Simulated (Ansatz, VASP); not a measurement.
Fe in VASP and in Ansatz

```
CELL_PARAMETERS angstrom
2.52487 0.00000 0.00000
-1.26243 2.18660 0.00000
0.00000 0.00000 4.37400
ATOMIC_POSITIONS crystal
Fe 0.33333 0.66667 0.75000
Fe 0.66667 0.33333 0.25000
```

Alike in both runs: functional PBE; k mesh 18 × 18 × 10; occupations gaussian, width 0.05 eV; collinear spin.

Ansatz relaxed the structure, and its values are those at the end. VASP's run is a single point on that final structure, the one shown.

|  | VASP | Ansatz |
| --- | --- | --- |
| version | VASP 6.6.1 | Ansatz 0.2.0 |
| potentials or method | VASP PAW PBE potentials, release 64 (Fe), cutoff 520 eV | scalar-relativistic, plane waves, PAW |
| valence electrons in the cell | 16 | 32 |

|  | VASP | Ansatz | Ansatz less VASP |
| --- | --- | --- | --- |
| pressure (GPa) | -0.1 | 0.0 | +0.12 |
| net moment per atom (μB) | 2.59 | 2.59 | -0.004 |
| size of the moment on the site where the two differ most (μB) | 2.58 | 2.61 | +0.031 |

Site moments also hang on the region over which each program counts them. The functional is the same, so the differences come from potentials, cutoffs and numerics. VASP's potentials hold 16 valence electrons a cell and Ansatz's 32, so a difference there can come from the potentials and not from the codes.
